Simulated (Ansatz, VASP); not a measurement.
# C: VASP beside Ansatz

```xyz
2
Lattice="1.2894 0.7445 3.4307 -1.2894 0.7445 3.4307 0.0000 -1.4889 3.4307" Properties=species:S:1:pos:R:3 pbc="T T T"
C     0.0000    0.0000    1.6879
C     0.0000    0.0000    8.6042
```

Change from the starting cell: strain +0.050 along x and y, +0.025 along z, atoms carried along.

Alike in both runs: task single point; functional r2SCAN; k mesh 12 × 12 × 12; occupations gaussian, width 0.05 eV; no spin polarisation.

|  | VASP | Ansatz |
| --- | --- | --- |
| version | VASP 6.6.1 | Ansatz 0.2.0 |
| potentials or method | VASP PAW PBE potentials, release 64 (C), cutoff 520 eV | scalar-relativistic, plane waves, PAW |
| valence electrons in the cell | 8 | 8 |

|  | VASP | Ansatz | Ansatz less VASP |
| --- | --- | --- | --- |
| gap on the k mesh at the Fermi level (eV) | 0.73 | 0.73 | +0.001 |
| least direct gap on the mesh (eV) | 0.73 | 0.73 | +0.001 |
| pressure (GPa) | -32.3 | -32.9 | -0.53 |
| traceless stress, the component that is largest in VASP (GPa) | 32.59 | 33.18 | +0.589 |
| rms of the force components (eV/Å) | 0.514 | 0.518 | +0.0048 |

VASP's potentials were made for PBE, not for r2SCAN. Atom by atom the forces differ by 0.005 eV/Å (rms over components). Both programs put the cell under strong tension, so it lies far from rest at this level.

Noted on VASP's run: the cell as given lies far from equilibrium.
